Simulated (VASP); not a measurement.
# NaCuH4 (P4/mmm) in VASP: relaxation of cell and atoms with PBE

Aim: the relaxation of cell and atoms of NaCuH4 with PBE.

Everything below comes from runs of VASP 6.6.1. Logs are shortened: lines on timing, memory, paths and dates and some standing lists are left out, and cuts for length are marked.

## (1) The cell of the first run

The structure is tetragonal, space group P4/mmm (No. 123). Conventional cell: a = 3.169 Å, b = 3.169 Å, c = 5.039 Å, α = 90.00°, β = 90.00°, γ = 90.00°. Na (site symmetry 4/mmm) has 8 H at 2.31 Å and 4 Na at 3.17 Å within 3.2 Å. Within 2.4 Å of Cu (site symmetry 4/mmm) lie 8 H at 1.79 Å. Within 2.4 Å of H (site symmetry 2mm) lie 5 H at 1.68 to 2.24 Å and 2 Cu at 1.79 Å and 2 Na at 2.31 Å.

## (2) Relaxation of cell and atoms, PBE

INCAR

```
PREC     = Accurate       # precision mode
ENCUT    = 600            # plane-wave cutoff, eV
EDIFF    = 1E-6           # SCF threshold, eV
ISMEAR   = 0              # smearing method
SIGMA    = 0.1            # smearing width, eV
LREAL    = F              # projectors in reciprocal space
LASPH    = T              # aspherical terms in the spheres
NELM     = 100            # most SCF steps
ALGO     = Normal         # electronic algorithm
ISIF     = 3              # what is computed and relaxed
LWAVE    = F              # write WAVECAR
LCHARG   = F              # write CHGCAR
GGA      = PE             # functional
IBRION   = 2              # ionic algorithm
NSW      = 100            # ionic steps
EDIFFG   = -0.01          # ionic threshold
```

KPOINTS

```
regular mesh
0
Gamma
  12 12 8
```

POSCAR

```
NaCuH4
1.0
    3.1689092475      0.0000000000      0.0000000000
    0.0000000000      3.1689092475      0.0000000000
    0.0000000000      0.0000000000      5.0388643034
Na Cu H
1 1 4
Direct
    0.0000000000      0.0000000000      0.0000000000
    0.5000000000      0.5000000000      0.5000000000
    0.5000000000      0.0000000000      0.3330480349
    0.0000000000      0.5000000000      0.6669519651
    0.5000000000      0.0000000000      0.6669519651
    0.0000000000      0.5000000000      0.3330480349
```

Potentials or basis: VASP PAW PBE potentials, release 64 (Na_pv, Cu, H).

Started as:

```bash
$ cat potpaw_PBE.64/Na_pv/POTCAR potpaw_PBE.64/Cu/POTCAR potpaw_PBE.64/H/POTCAR > POTCAR
$ mpirun -np 1 vasp_std > vasp.out
```

OUTCAR:

```text
PREC = Accurate
   ENCUT = 600
   EDIFF = 1E-6
   ISMEAR = 0
   LREAL = F
   LASPH = T
   NELM = 100
   ISIF = 3
   GGA = PE
   IBRION = 2
   NSW = 100
   EDIFFG = -0.01

 ion  position               nearest neighbor table
   1  0.000  0.000  0.000-
   2  0.500  0.500  0.500-   3 1.79   4 1.79   5 1.79   6 1.79   3 1.79   5 1.79   4 1.79   6 1.79

   3  0.500  0.000  0.333-   2 1.79   2 1.79
   4  0.000  0.500  0.667-   2 1.79   2 1.79
   5  0.500  0.000  0.667-   2 1.79   2 1.79
   6  0.000  0.500  0.333-   2 1.79   2 1.79

  LATTYP: Found a simple tetragonal cell.
 ALAT       =     3.1689092475
 C/A-ratio  =     1.5900942280

  Lattice vectors:

 A1 = (   3.1689092475,   0.0000000000,   0.0000000000)
 A2 = (   0.0000000000,   3.1689092475,   0.0000000000)
 A3 = (   0.0000000000,   0.0000000000,   5.0388643034)

Analysis of symmetry for initial positions (statically):
=====================================================================
 Subroutine PRICEL returns:
 Original cell was already a primitive cell.

 Routine SETGRP: Setting up the symmetry group for a
 simple tetragonal supercell.

 Subroutine GETGRP returns: Found 16 space group operations
 (whereof 16 operations were pure point group operations)
 out of a pool of 16 trial point group operations.

The static configuration has the point symmetry D_4h.

Analysis of symmetry for dynamics (positions and initial velocities):
=====================================================================
 Subroutine PRICEL returns:
 Original cell was already a primitive cell.

 Routine SETGRP: Setting up the symmetry group for a
 simple tetragonal supercell.

 Subroutine GETGRP returns: Found 16 space group operations
 (whereof 16 operations were pure point group operations)
 out of a pool of 16 trial point group operations.

The dynamic configuration has the point symmetry D_4h.

 Subroutine INISYM returns: Found 16 space group operations
 (whereof 16 operations are pure point group operations),
 and found     1 'primitive' translations

----------------------------------------------------------------------------------------

                                     Primitive cell

  volume of cell :      50.6002

  direct lattice vectors                    reciprocal lattice vectors
     3.168909247  0.000000000  0.000000000     0.315565995  0.000000000  0.000000000
     0.000000000  3.168909247  0.000000000     0.000000000  0.315565995  0.000000000
     0.000000000  0.000000000  5.038864303     0.000000000  0.000000000  0.198457418

  length of vectors
     3.168909247  3.168909247  5.038864303     0.315565995  0.315565995  0.198457418

  position of ions in fractional coordinates (direct lattice)
     0.000000000  0.000000000  0.000000000
     0.500000000  0.500000000  0.500000000
     0.500000000  0.000000000  0.333048035
     0.000000000  0.500000000  0.666951965
     0.500000000  0.000000000  0.666951965
     0.000000000  0.500000000  0.333048035

  ion indices of the primitive-cell ions
   primitive index   ion index
                 1           1
                 2           2
                 3           3
                 4           4
                 5           5
                 6           6

----------------------------------------------------------------------------------------

 KPOINTS: regular mesh

Automatic generation of k-mesh.
 Grid dimensions read from file:
 generate k-points for:   12   12    8

 Generating k-lattice:

  Cartesian coordinates                     Fractional coordinates (reciprocal lattice)
     0.026297166  0.000000000  0.000000000     0.083333333  0.000000000  0.000000000
     0.000000000  0.026297166  0.000000000     0.000000000  0.083333333  0.000000000
     0.000000000  0.000000000  0.024807177     0.000000000  0.000000000  0.125000000

  Length of vectors
     0.026297166  0.026297166  0.024807177

  Shift w.r.t. Gamma in fractional coordinates (k-lattice)
     0.000000000  0.000000000  0.000000000

 Subroutine IBZKPT returns following result:
 ===========================================

 Found    140 irreducible k-points:

 Following reciprocal coordinates:
            Coordinates               Weight
  0.000000  0.000000  0.000000      1.000000
  0.083333  0.000000  0.000000      4.000000
  0.166667  0.000000  0.000000      4.000000
  0.250000  0.000000  0.000000      4.000000
  0.333333  0.000000  0.000000      4.000000
  0.416667  0.000000  0.000000      4.000000
[... 16 lines left out ...]
  0.333333  0.333333  0.000000      4.000000
  0.416667  0.333333  0.000000      8.000000
 [... further k-points ...]
   k-points           NKPTS =    140   k-points in BZ     NKDIM =    140   number of bands    NBANDS=     15
   number of dos      NEDOS =    301   number of ions     NIONS =      6
   total plane-waves  NPLWV =  31360
   dimension x,y,z NGX =    28 NGY =   28 NGZ =   40
   dimension x,y,z NGXF=    56 NGYF=   56 NGZF=   80
   ions per type =               1   1   4
   NGX,Y,Z   is equivalent  to a cutoff of  14.69, 14.69, 13.20 a.u.
   NGXF,Y,Z  is equivalent  to a cutoff of  29.38, 29.38, 26.39 a.u.
 SYSTEM =  unknown system
   PREC   = accura    normal or accurate (medium, high low for compatibility)
   ISTART =      0    job   : 0-new  1-cont  2-samecut
   ICHARG =      2    charge: 1-file 2-atom 10-const
   ISPIN  =      1    spin polarized calculation?
   LNONCOLLINEAR =      F non collinear calculations
   LSORBIT =      F    spin-orbit coupling
   LASPH  =      T    aspherical Exc in radial PAW
   ENCUT  =  600.0 eV  44.10 Ry    6.64 a.u.   6.33  6.33 10.06*2*pi/ulx,y,z
   NELM   =    100;   NELMIN=  2; NELMDL= -5     # of ELM steps
   EDIFF  = 0.1E-05   stopping-criterion for ELM
   LREAL  =      F    real-space projection
   EDIFFG = -.1E-01   stopping-criterion for IOM
   NSW    =    100    number of steps for IOM
   IBRION =      2    ionic relax: 0-MD 1-quasi-New 2-CG
   NFREE  =      1    steps in history (QN), initial steepest desc. (CG)
   ISIF   =      3    stress and relaxation
   ISYM   =      2    0-nonsym 1-usesym 2-fastsym
   POTIM  = 0.5000    time-step for ionic-motion
   TEBEG  =    0.0;   TEEND  =   0.0 temperature during run
   PSTRESS=    0.0 pullay stress
   NELECT =      22.0000    total number of electrons
   NUPDOWN=      -1.0000    fix difference up-down
   EMIN   =  10.00;   EMAX   =-10.00  energy-range for DOS
   EFERMI =   0.00;   METHOD = LEGACY
   ISMEAR =     0;   SIGMA  =   0.10  broadening in eV -4-tet -1-fermi 0-gaus
   EFERMI_NEDOS =   21; number of points for ismear=-14 and -15
   IALGO  =     38    algorithm
   IMIX   =      4    mixing-type and parameters
     AMIX     =   0.40;   BMIX     =  1.00
     AMIX_MAG =   1.60;   BMIX_MAG =  1.00
  volume/ion in A,a.u.               =       8.43        56.91
  Fermi-wavevector in a.u.,A,eV,Ry     =   1.240219  2.343674 20.927701  1.538143
  Thomas-Fermi vector in A             =   2.374669
   LORBIT       =      0    0 simple, 1 ext, 2 COOP (PROOUT), +10 PAW based schemes
   GGA     = PE    functional components
   LHFCALC =     F    Hartree Fock is set to
   AEXX    =    0.0000 exact exchange contribution
   IVDW    =     0    specifies the selected vdW correction
   LEPSILON=     F    determine dielectric tensor
   LRPA    =     F    only Hartree local field effects (RPA)
 conjugate gradient relaxation of ions
 non-spin polarized calculation
 Gauss-broadening in eV      SIGMA  =   0.10
  energy-cutoff  :      600.00
  volume of cell :       50.60
 maximum number of plane-waves:      1714
 NGX is ok and might be reduce to    28
   NGX = 13   NGY = 13   NGZ = 21

--------------------------------------- Ionic step        1  -------------------------------------------

 number of electron      21.9999994 magnetization

 Free energy of the ion-electron system (eV)
  ---------------------------------------------------
  ext. energy  EPLUGINS =         0.00000000
  ---------------------------------------------------
  free energy    TOTEN  =       -16.63721879 eV

  energy without entropy =      -16.63160536  energy(sigma->0) =      -16.63441208

------------------------ aborting loop because EDIFF is reached ----------------------------------------

  FORCE on cell =-STRESS in cart. coord.  units (eV):
  Direction    XX          YY          ZZ          XY          YZ          ZX
  --------------------------------------------------------------------------------------
  -------------------------------------------------------------------------------------
  Total       -0.0037478     -0.0037478     -0.0538707      0.0000000      0.0000000      0.0000000
  in kB       -0.1186688     -0.1186688     -1.7057335      0.0000000      0.0000000      0.0000000
  external PRESSURE =      -0.6476904 kB  Pullay stress =       0.0000000 kB
[... 105 lines left out ...]
  energy  without entropy=      -16.6317918117  energy(sigma->0) =      -16.63463426

--------------------------------------- Ionic step        4  -------------------------------------------

 number of electron      21.9999996 magnetization

 Free energy of the ion-electron system (eV)
  ---------------------------------------------------
  ext. energy  EPLUGINS =         0.00000000
  ---------------------------------------------------
  free energy    TOTEN  =       -16.63749575 eV

  energy without entropy =      -16.63171243  energy(sigma->0) =      -16.63460409

 E-fermi :   3.1834     XC(G=0):  -9.4827

 val. band max:        3.1714134535   @ k =   0.4167   0.0000   0.2500
 cond. band min:       3.1964617100   @ k =   0.1667   0.0833   0.5000
 fundamental gap:      0.0250482565
 Fermi energy:         3.1833588410

 k-point     1 :       0.0000    0.0000    0.0000
  band No.  band energies     occupation
      1     -21.4460      2.00000
      2     -21.4460      2.00000
      3     -21.4428      2.00000
      4      -7.4680      2.00000
      5      -3.1335      2.00000
      6      -2.1933      2.00000
      7      -1.3019      2.00000
      8      -0.9792      2.00000
      9      -0.9792      2.00000
     10      -0.5816      2.00000
     11       4.0562      0.00000
     12       4.4868      0.00000
     13       5.3961      0.00000
     14       9.8308      0.00000
     15       9.8308      0.00000
[... 397 lines left out ...]
 k-point    24 :       0.4167    0.3333    0.0000
  band No.  band energies     occupation
      1     -21.5309      2.00000
      2     -21.5107      2.00000
      3     -21.4172      2.00000
      4      -3.9375      2.00000
      5      -2.9022      2.00000
      6      -2.3364      2.00000
      7      -2.0711      2.00000
      8      -1.1420      2.00000
      9      -0.9534      2.00000
     10      -0.1098      2.00000
     11       2.6675      2.00000
     12       4.1451      0.00000
     13       4.4912      0.00000
     14       7.5018      0.00000
     15       8.1911      0.00000

 [... further k-points ...]

------------------------ aborting loop because EDIFF is reached ----------------------------------------

  FORCE on cell =-STRESS in cart. coord.  units (eV):
  Direction    XX          YY          ZZ          XY          YZ          ZX
  --------------------------------------------------------------------------------------
  -------------------------------------------------------------------------------------
  Total       -0.0338763     -0.0338763      0.0524061      0.0000000      0.0000000      0.0000000
  in kB       -1.0775114     -1.0775114      1.6668944      0.0000000      0.0000000      0.0000000
  external PRESSURE =      -0.1627095 kB  Pullay stress =       0.0000000 kB
[... 21 lines left out ...]
  FREE ENERGIE OF THE ION-ELECTRON SYSTEM (eV)
  ---------------------------------------------------
  free  energy   TOTEN  =       -16.6374957465 eV

  energy  without entropy=      -16.6317124284  energy(sigma->0) =      -16.63460409

 reached required accuracy - stopping structural energy minimisation
```

Run time: 5.3 min. Hardware: 1 thread of Intel Xeon 8259CL, shared host; peak memory 0.29 GiB.

Results:

| Item | Value |
| --- | --- |
| Free energy | -16.6375 eV |
| Relaxed volume | 8.40 Å³/atom |
| Relaxed cell | a = 3.168 Å, b = 3.168 Å, c = 5.019 Å, α = 90.00°, β = 90.00°, γ = 90.00° |
| Space group after relaxing (to 0.1 Å) | P4/mmm (No. 123) |
| Energy gained by relaxing | 0.0 meV/atom |
| Ionic steps | 4 |
| Pressure after relaxing | 0.0 GPa |
| Band gap on the k mesh | zero (bands 11 and 12 overlap by 2.26 eV) |

Forces in eV/Å, atoms in the order of the input:
```
Na   0.000  0.000  0.000
Cu   0.000  0.000  0.000
H    0.000  0.000  0.002
H    0.000  0.000 -0.002
H    0.000  0.000 -0.002
H    0.000  0.000  0.002
```

Stress tensor (GPa, compression positive):
```
-0.11  0.00  0.00
 0.00 -0.11  0.00
 0.00  0.00  0.17
```

The path:
| step | energy change (eV) | largest force (eV/Å) | pressure (GPa) | volume (Å³) |
| --- | --- | --- | --- | --- |
| 1 | 0.0000 | 0.0201 | -0.06 | 50.60 |
| 2 | -0.0001 | 0.0172 | 0.01 | 50.58 |
| 3 | -0.0003 | 0.0106 | -0.05 | 50.51 |
| 4 | -0.0003 | 0.0024 | -0.02 | 50.37 |

Final structure:
```
Na Cu H
1.0
     3.16803    0.00000    0.00000
     0.00000    3.16803    0.00000
     0.00000    0.00000    5.01886
Na Cu H
1 1 4
Direct
  0.00000 0.00000 0.00000
  0.50000 0.50000 0.50000
  0.50000 0.00000 0.33129
  0.00000 0.50000 0.66871
  0.50000 0.00000 0.66871
  0.00000 0.50000 0.33129
```

The gap in the log of VASP goes by the Fermi energy; the results here count the filled bands.